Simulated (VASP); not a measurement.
Set up this calculation in VASP 6.6.1, as the native input.

| Quantity | Value |
| --- | --- |
| Task | single point |
| Functional | PBEsol |
| Potentials or basis | VASP PAW PBE potentials, release 64 (Sc_sv, Al) |
| Cutoff | 520 eV |
| k mesh | 8 × 8 × 8 |
| Occupations | gaussian, width 0.1 eV |
| Spin | no spin polarisation |
| Dipole correction | no |
| Further INCAR settings | ALGO = Fast; EDIFF = 1e-06; NBANDS = 26 |

The structure of ScAl2 lies in POSCAR:

```
ScAl2
1.0
    0.0000000000      3.6128663236      3.6128663236
    3.6128663236      0.0000000000      3.6128663236
    3.7732409418      3.7732409418     -0.1603746182
Sc Al
2 4
Direct
    0.5016138217      0.5016138217      0.4951585349
    0.7483861783      0.7483861783      0.7548414651
    0.1250000000      0.1250000000      0.1250000000
    0.6250000000      0.1250000000      0.1250000000
    0.1250000000      0.6250000000      0.1250000000
    0.1250000000      0.1250000000      0.6250000000
```

This cell differs from its parent crystal: biaxial strain in the a-b plane: -4.0 %, then relaxed in part.

One way to write it, as run:

INCAR

```
  ALGO = Fast
  EDIFF = 1E-6
  ENCUT = 520
  GGA = PS
  ISIF = 2
  ISMEAR = 0
  LASPH = T
  LCHARG = F
  LREAL = F
  LWAVE = F
  NBANDS = 26
  NELM = 100
  PREC = Accurate
  SIGMA = 0.1
```

KPOINTS

```
k-points
0
Gamma
  8 8 8
```

Potentials or basis: VASP PAW PBE potentials, release 64 (Sc_sv, Al).

Launch:

```sh
$ cat potpaw_PBE.64/Sc_sv/POTCAR potpaw_PBE.64/Al/POTCAR > POTCAR
$ mpirun -np 1 vasp_std > vasp.out
```

Results of the run:

| Item | Value |
| --- | --- |
| Pressure | 6.7 GPa |
| Band gap on the k mesh | zero (band 17 reaches 7.55 eV, above the bottom of band 18 at 5.21 eV) |

Caveat: the cell differs from its parent crystal (biaxial strain in the a-b plane: -4.0 %, then relaxed in part); the PAW data sets were made with another functional, which shifts forces and pressure a little.

Run time: 4.3 min on 1 thread of Intel(R) Xeon(R) Platinum 8259CL CPU @ 2.50GHz (Skylake/Cascade Lake) (shared host), peak memory 0.33 GiB.
